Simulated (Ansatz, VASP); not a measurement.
## MoS2 in VASP and in Ansatz

```xyz
9
Lattice="3.2170 0.0000 0.0000 -1.6085 2.7860 0.0000 0.0000 0.0000 22.5382" Properties=species:S:1:pos:R:3 pbc="T T T"
Mo    0.0000    0.0000    0.0050
Mo    1.6085    0.9287    7.5177
Mo    0.0000    1.8574   15.0304
S     0.0000    1.8574    5.9656
S     1.6085    0.9287    1.5571
S     0.0000    0.0000   13.4783
S     0.0000    1.8574    9.0698
S     1.6085    0.9287   20.9910
S     0.0000    0.0000   16.5826
```

Alike in both runs: task single point; functional PBE; k mesh 12 × 12 × 2; occupations gaussian, width 0.02 eV; no spin polarisation.

```csv
,VASP,Ansatz
version,VASP 6.6.1,Ansatz 0.2.0
potentials or method,"VASP PAW PBE potentials, release 64 (Mo_sv, S), cutoff 520 eV","scalar-relativistic, plane waves, PAW"
valence electrons in the cell,78,78
```

|  | VASP | Ansatz | Ansatz less VASP |
| --- | --- | --- | --- |
| gap on the k mesh at the Fermi level (eV) | 1.25 | 1.24 | -0.013 |
| least direct gap on the mesh (eV) | 1.57 | 1.57 | -0.004 |
| pressure (GPa) | -1.5 | -1.4 | +0.10 |
| traceless stress, the component that is largest in VASP (GPa) | 1.37 | 1.40 | +0.035 |
| rms of the force components (eV/Å) | 0.004 | 0.001 | -0.0028 |

Atom by atom the forces differ by 0.005 eV/Å (rms over components).
